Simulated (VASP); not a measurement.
A run of VASP 6.6.1 is set up as follows.

File INCAR:

```
  PREC = Accurate
  ENCUT = 520
  EDIFF = 1E-6
  ISMEAR = 0
  SIGMA = 0.1
  LREAL = False
  LASPH = True
  NELM = 100
  ALGO = Normal
  ISIF = 2
  LWAVE = False
  LCHARG = True
  GGA = PE
  LELF = True
  LVHAR = True
  NBANDS = 18
```

File KPOINTS:

```
Automatic mesh
0
Gamma
  4 4 6
```

The input POSCAR:

```
As
1.0
    5.2103367200      0.0000000000      0.0000000000
    0.0000000000      5.2103367200      0.0000000000
    0.0000000000      0.0000000000      3.1723584700
As
4
Direct
    0.7974080100      0.7974080100      0.0000000000
    0.2025919900      0.2025919900      0.0000000000
    0.7025919900      0.2974080100      0.5000000000
    0.2974080100      0.7025919900      0.5000000000
```

Potentials or basis: VASP PAW PBE potentials, release 64 (As).

Command:

```bash
$ cat potpaw_PBE.64/As/POTCAR > POTCAR
$ mpirun -np 1 vasp_std > vasp.out
```

Question: Estimate the band gap on the k mesh.

Answer: Zero (bands 10 and 11 overlap by 3.11 eV).

Question: Predict the pressure.

Answer: -6.9 GPa.

Question: Predict the largest force.

Answer: 0.091 eV/Å.

Forces in eV/Å, atoms in the order of the input:
```
As  -0.065 -0.065  0.000
As   0.065  0.065  0.000
As   0.065 -0.065  0.000
As  -0.065  0.065  0.000
```

Caveat: the cell stands under tension.
